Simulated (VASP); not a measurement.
Input of a VASP 6.6.1 run:

File INCAR:

```
SYSTEM = LiTaO2
ALGO = Normal ; EDIFF = 1E-6
EDIFFG = -0.04 ; ENCUT = 600
GGA = PE ; IBRION = 2
ISIF = 3 ; ISMEAR = 0
ISPIN = 2 ; LASPH = .True.
LCHARG = .False. ; LMAXMIX = 4
LORBIT = 11 ; LREAL = .False.
LWAVE = .False. ; MAGMOM = 0 1 0 0
NELM = 150 ; NSW = 90
PREC = Accurate ; SIGMA = 0.1
```

Contents of KPOINTS:

```
k-points
0
Gamma
  6 6 4
  0 0 0
```

The input POSCAR:

```
LiTaO2
1.0
    3.6808148100      0.0000000000      0.0000000000
   -1.8404074000      3.1876791300      0.0000000000
    0.0000000000      0.0000000000      4.3268964300
Li Ta O
1 1 2
Direct
    0.0000000000      0.0000000000      0.0000000000
    0.0000000000      0.0000000000      0.5000000000
    0.3333333300      0.6666666700      0.0000000000
    0.6666666700      0.3333333300      0.0000000000
```

Potentials or basis: VASP PAW PBE potentials, release 64 (Li_sv, Ta_pv, O).

Command:

```console
$ cat potpaw_PBE.64/Li_sv/POTCAR potpaw_PBE.64/Ta_pv/POTCAR potpaw_PBE.64/O/POTCAR > POTCAR
$ mpirun -np 1 vasp_std > vasp.out
```

Task: Predict the relaxed cell.

Result: a = 3.391 Å, b = 3.391 Å, c = 5.067 Å, α = 90.00°, β = 90.00°, γ = 120.00°.

Task: Estimate the site moments.

Result: Li +0.02; Ta +1.09; O -0.06 μB.

Stress tensor (GPa, compression positive):
```
-0.04  0.00  0.00
 0.00 -0.04  0.00
 0.00  0.00 -0.15
```

Caveat: the k points lie up to 0.36 Å⁻¹ apart in the final cell; the cutoff is under 1.25 times the usual one of these potentials, so pressure, stress and relaxed cells hold a basis-set (Pulay) error.
